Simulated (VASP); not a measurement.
# BaIr3 (P6_3/mmc) in VASP: single point with PBE

Aim: the single point of BaIr3 with PBE.

All numbers are computed with VASP 6.6.1; they aren't measurements. Logs are shortened: lines on timing, memory, paths and dates and some standing lists are left out, and cuts for length are marked.

### Step 1. The cell of the first run

Symmetry: P6_3/mmc, No. 194, hexagonal system. The conventional cell has a = 7.025 Å, b = 7.025 Å, c = 4.519 Å, α = 90.00°, β = 90.00°, γ = 120.00°. Within 4.5 Å of Ba (site symmetry -6m2) lie 12 Ir at 3.43 to 3.56 Å. Ir (site symmetry mm2) has 6 Ir at 2.55 to 2.70 Å within 3.4 Å.

### Step 2. Single point, PBE

Contents of INCAR:

```
ALGO = Fast ; EDIFF = 1E-7
ENCUT = 520 ; GGA = PE
ISIF = 2 ; ISMEAR = 0
LASPH = T ; LCHARG = T
LELF = T ; LREAL = F
LVHAR = T ; LWAVE = F
NBANDS = 47 ; NELM = 100
PREC = Accurate ; SIGMA = 0.1
```

Contents of KPOINTS:

```
k-points
0
Gamma
  6 6 8
```

Contents of POSCAR:

```
BaIr3
1.0
    7.0250753902      0.0000000000      0.0000000000
   -3.5125376951      6.0838937514      0.0000000000
    0.0000000000      0.0000000000      4.5188319044
Ba Ir
2 6
Direct
    0.3333333333      0.6666666667      0.2500000000
    0.6666666667      0.3333333333      0.7500000000
    0.8787681261      0.7575362523      0.2500000000
    0.1212318739      0.8787681261      0.7500000000
    0.2424637477      0.1212318739      0.2500000000
    0.1212318739      0.2424637477      0.7500000000
    0.8787681261      0.1212318739      0.2500000000
    0.7575362523      0.8787681261      0.7500000000
```

Potentials or basis: VASP PAW PBE potentials, release 64 (Ba_sv, Ir).

Run with:

```sh
cat potpaw_PBE.64/Ba_sv/POTCAR potpaw_PBE.64/Ir/POTCAR > POTCAR
mpirun -np 1 vasp_std > vasp.out
```

OUTCAR:

```text
EDIFF = 1E-7
   ENCUT = 520
   GGA = PE
   ISIF = 2
   ISMEAR = 0
   LASPH = T
   LREAL = F
   NELM = 100
   PREC = Accurate

 ion  position               nearest neighbor table
   1  0.333  0.667  0.250-   4 3.43   4 3.43   6 3.43   6 3.43   8 3.43   8 3.43   7 3.56   5 3.56
                             5 3.56   7 3.56   3 3.56   3 3.56   2 4.64   2 4.64   2 4.64   2 4.64
   2  0.667  0.333  0.750-   7 3.43   7 3.43   3 3.43   3 3.43   5 3.43   5 3.43   4 3.56   8 3.56
                             8 3.56   4 3.56   6 3.56   6 3.56   1 4.64   1 4.64   1 4.64   1 4.64
   3  0.879  0.758  0.250-   5 2.55   7 2.55   8 2.70   8 2.70   4 2.70   4 2.70   2 3.43   2 3.43
                             1 3.56   1 3.56
   4  0.121  0.879  0.750-   6 2.55   8 2.55   5 2.70   5 2.70   3 2.70   3 2.70   1 3.43   1 3.43
                             2 3.56   2 3.56
   5  0.242  0.121  0.250-   3 2.55   7 2.55   6 2.70   6 2.70   4 2.70   4 2.70   2 3.43   2 3.43
                             1 3.56   1 3.56
   6  0.121  0.242  0.750-   4 2.55   8 2.55   5 2.70   5 2.70   7 2.70   7 2.70   1 3.43   1 3.43
                             2 3.56   2 3.56
   7  0.879  0.121  0.250-   3 2.55   5 2.55   8 2.70   8 2.70   6 2.70   6 2.70   2 3.43   2 3.43
                             1 3.56   1 3.56
   8  0.758  0.879  0.750-   6 2.55   4 2.55   3 2.70   3 2.70   7 2.70   7 2.70   1 3.43   1 3.43
                             2 3.56   2 3.56

  LATTYP: Found a hexagonal cell.
 ALAT       =     7.0250753902
 C/A-ratio  =     0.6432431901

  Lattice vectors:

 A1 = (   7.0250753902,   0.0000000000,   0.0000000000)
 A2 = (  -3.5125376951,   6.0838937514,   0.0000000000)
 A3 = (   0.0000000000,   0.0000000000,   4.5188319044)

Analysis of symmetry for initial positions (statically):
=====================================================================
 Subroutine PRICEL returns:
 Original cell was already a primitive cell.

 Routine SETGRP: Setting up the symmetry group for a
 hexagonal supercell.

 Subroutine GETGRP returns: Found 24 space group operations
 (whereof 12 operations were pure point group operations)
 out of a pool of 24 trial point group operations.

The static configuration has the point symmetry D_3d.
 The point group associated with its full space group is D_6h.

Analysis of symmetry for dynamics (positions and initial velocities):
=====================================================================
 Subroutine PRICEL returns:
 Original cell was already a primitive cell.

 Routine SETGRP: Setting up the symmetry group for a
 hexagonal supercell.

[... 121 lines left out ...]
   IBRION =     -1    ionic relax: 0-MD 1-quasi-New 2-CG
   NFREE  =      0    steps in history (QN), initial steepest desc. (CG)
   ISIF   =      2    stress and relaxation
   ISYM   =      2    0-nonsym 1-usesym 2-fastsym
   POTIM  = 0.5000    time-step for ionic-motion
   TEBEG  =    0.0;   TEEND  =   0.0 temperature during run
   PSTRESS=    0.0 pullay stress
   NELECT =      74.0000    total number of electrons
   NUPDOWN=      -1.0000    fix difference up-down
   EMIN   =  10.00;   EMAX   =-10.00  energy-range for DOS
   EFERMI =   0.00;   METHOD = LEGACY
   ISMEAR =     0;   SIGMA  =   0.10  broadening in eV -4-tet -1-fermi 0-gaus
   EFERMI_NEDOS =   21; number of points for ismear=-14 and -15
   IALGO  =     68    algorithm
   IMIX   =      4    mixing-type and parameters
     AMIX     =   0.40;   BMIX     =  1.00
     AMIX_MAG =   1.60;   BMIX_MAG =  1.00
  volume/ion in A,a.u.               =      24.14       162.92
  Fermi-wavevector in a.u.,A,eV,Ry     =   1.189047  2.246974 19.236373  1.413834
  Thomas-Fermi vector in A             =   2.325163
   LORBIT       =      0    0 simple, 1 ext, 2 COOP (PROOUT), +10 PAW based schemes
   GGA     = PE    functional components
   LHFCALC =     F    Hartree Fock is set to
   AEXX    =    0.0000 exact exchange contribution
   IVDW    =     0    specifies the selected vdW correction
   LEPSILON=     F    determine dielectric tensor
   LRPA    =     F    only Hartree local field effects (RPA)
 non-spin polarized calculation
 RMM-DIIS sequential band-by-band and
 Gauss-broadening in eV      SIGMA  =   0.10
  energy-cutoff  :      520.00
  volume of cell :      193.13
 maximum number of plane-waves:      5238
 NGX is ok and might be reduce to    54
   NGX = 27   NGY = 27   NGZ = 17

 number of electron      73.9999999 magnetization

 Free energy of the ion-electron system (eV)
  ---------------------------------------------------
  ext. energy  EPLUGINS =         0.00000000
  ---------------------------------------------------
  free energy    TOTEN  =       -52.38068052 eV

  energy without entropy =      -52.29988186  energy(sigma->0) =      -52.34028119

 E-fermi :   4.5374     XC(G=0): -10.7370

 val. band max:        4.5336014707   @ k =   0.1667   0.1667   0.2500
 cond. band min:       4.5413595560   @ k =   0.3333   0.3333   0.3750
 fundamental gap:      0.0077580853
 Fermi energy:         4.5374014233

 k-point     1 :       0.0000    0.0000    0.0000
  band No.  band energies     occupation
      1     -22.1368      2.00000
      2     -22.1071      2.00000
      3      -7.6056      2.00000
      4      -7.6056      2.00000
      5      -7.4141      2.00000
      6      -7.4141      2.00000
[... 1189 lines left out ...]
     46       7.3493      0.00000
     47       7.7362      0.00000

 [... further k-points ...]
[... 5 lines left out ...]
  --------------------------------------------------------------------------------------
  -------------------------------------------------------------------------------------
  Total        0.8103663      0.8103663      0.7725460      0.0000000      0.0000000      0.0000000
  in kB        6.7225364      6.7225364      6.4087914      0.0000000      0.0000000      0.0000000
  external PRESSURE =       6.6179547 kB  Pullay stress =       0.0000000 kB

 VOLUME and BASIS-vectors are now :
 -----------------------------------------------------------------------------
  energy-cutoff  :      520.00
  volume of cell :      193.13
      direct lattice vectors                 reciprocal lattice vectors
     7.025075390  0.000000000  0.000000000     0.142347227  0.082184210  0.000000000
    -3.512537695  6.083893751  0.000000000     0.000000000  0.164368419  0.000000000
     0.000000000  0.000000000  4.518831904     0.000000000  0.000000000  0.221296127

 POSITION                                       TOTAL-FORCE (eV/Angst)
 -----------------------------------------------------------------------------------
     -0.00000      4.05593      1.12971         0.000000     -0.000000      0.000000
      3.51254      2.02796      3.38912         0.000000     -0.000000      0.000000
      3.51254      4.60877      1.12971         0.000000     -0.021169     -0.000000
     -2.23504      5.34633      3.38912         0.018333     -0.010585      0.000000
      1.27749      0.73756      1.12971         0.018333      0.010585      0.000000
      0.00000      1.47512      3.38912         0.000000      0.021169      0.000000
      5.74758      0.73756      1.12971        -0.018333      0.010585     -0.000000
      2.23504      5.34633      3.38912        -0.018333     -0.010585     -0.000000
 -----------------------------------------------------------------------------------
    total drift:                                0.000000     -0.000000      0.000000

  FREE ENERGIE OF THE ION-ELECTRON SYSTEM (eV)
  ---------------------------------------------------
  free  energy   TOTEN  =       -52.3806805203 eV

  energy  without entropy=      -52.2998818566  energy(sigma->0) =      -52.34028119
```

stdout:

```text
POSCAR found type information on POSCAR BaIr
 POSCAR found :  2 types and       8 ions
 scaLAPACK will be used
[... 25 lines left out ...]
WARNING in EDDRMM: call to ZHEGV failed, returncode =   8  4     40
 num prob WARNING in EDDRMM: call to ZHEGV failed, returncode =   6  3      9
 num prob  num prob  num prob  num prob  num prob  num prob  num prob  num prob  num prob  num prob  num prob  num prob WARNING in EDDRMM: call to ZHEGV failed, returncode =   6  3      9
 num prob WARNING in EDDRMM: call to ZHEGV failed, returncode =   6  3     31
 num prob  num prob  num prob  num prob  num prob  num prob  num prob  num prob  num prob  num prob  num prob WARNING in EDDRMM: call to ZHEGV failed, returncode =   6  3     36
 num prob  num prob WARNING in EDDRMM: call to ZHEGV failed, returncode =   8  4     38
```

Wall time 13 min (1 thread of Oxide Virtual Turin-like, shared host); peak memory 0.44 GiB.

What came out:

| Property | Result |
| --- | --- |
| Free energy | -52.3807 eV |
| Pressure | 0.7 GPa |
| Largest force | 0.021 eV/Å |
| Band gap on the k mesh | zero (band 37 reaches 4.97 eV, above the bottom of band 38 at 4.26 eV) |

Forces in eV/Å, atoms in the order of the input:
```
Ba   0.000  0.000  0.000
Ba   0.000  0.000  0.000
Ir   0.000 -0.021  0.000
Ir   0.018 -0.011  0.000
Ir   0.018  0.011  0.000
Ir   0.000  0.021  0.000
Ir  -0.018  0.011  0.000
Ir  -0.018 -0.011  0.000
```

Levels at points of the mesh, in eV from the Fermi level:
```csv
k point,band 34,band 35,band 36,band 37,band 38,band 39,band 40,band 41
"(0.00, 0.00, 0.00)",-0.49,-0.32,-0.21,-0.21,0.30,0.30,0.49,0.78
"(0.50, 0.00, 0.00)",-0.59,-0.54,-0.44,-0.21,-0.06,0.08,0.29,0.50
"(0.00, 0.00, 0.50)",-0.48,0.35,0.35,0.43,0.43,0.43,0.43,1.63
"(0.50, 0.00, 0.50)",-0.50,-0.14,-0.14,0.02,0.02,0.56,0.56,0.63
```

Caveat: spin-orbit coupling is left out, which moves the levels of the heavy elements.
